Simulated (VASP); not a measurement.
Input of a VASP 6.6.1 run:

File INCAR:

```
SYSTEM = CuF
ALGO = Normal
EDIFF = 1E-6
EDIFFG = -0.005
ENCUT = 600
IBRION = 2
ISIF = 3
ISMEAR = -1
LASPH = .True.
LCHARG = .False.
LREAL = .False.
LWAVE = .False.
NELM = 60
NSW = 80
PREC = Accurate
SIGMA = 0.02
```

File KPOINTS:

```
k-points
0
Gamma
  12 12 4
  0 0 0
```

File POSCAR:

```
CuF
1.0
    2.8644951773      0.0000000000      0.0000000000
   -1.4322475886      2.4807255925      0.0000000000
    0.0000000000      0.0000000000      6.8077462040
Cu F
2 2
Direct
    0.3333333333      0.6666666667      0.0460751685
    0.6666666667      0.3333333333      0.5460751685
    0.3333333333      0.6666666667      0.3289248315
    0.6666666667      0.3333333333      0.8289248315
```

Potentials or basis: VASP PAW LDA potentials, release 64 (Cu, F).

The run is started by

```sh
$ cat potpaw_LDA.64/Cu/POTCAR potpaw_LDA.64/F/POTCAR > POTCAR
$ mpirun -np 1 vasp_std > vasp.out
```

Question: Estimate the relaxed volume.

Answer: 10.45 Å³/atom.

Question: Estimate the band gap on the k mesh.

Answer: 0.12 eV (least direct gap 0.48 eV).

Final structure:
```cif
data_structure
_symmetry_space_group_name_H-M 'P 1'
_symmetry_Int_Tables_number 1
_cell_length_a 2.6908
_cell_length_b 2.6908
_cell_length_c 6.6690
_cell_angle_alpha 90.000
_cell_angle_beta 90.000
_cell_angle_gamma 120.000
_cell_volume 41.82
loop_
_atom_site_label
_atom_site_type_symbol
_atom_site_fract_x
_atom_site_fract_y
_atom_site_fract_z
_atom_site_occupancy
Cu1 Cu 0.33333 0.66667 0.04663 1
Cu2 Cu 0.66667 0.33333 0.54663 1
F1 F 0.33333 0.66667 0.32837 1
F2 F 0.66667 0.33333 0.82837 1
```

Caveat: the structure was generated, so it needn't be the stable form of CuF; semilocal functionals underestimate gaps, and a narrow one can read as zero. A k mesh can miss the band edges.
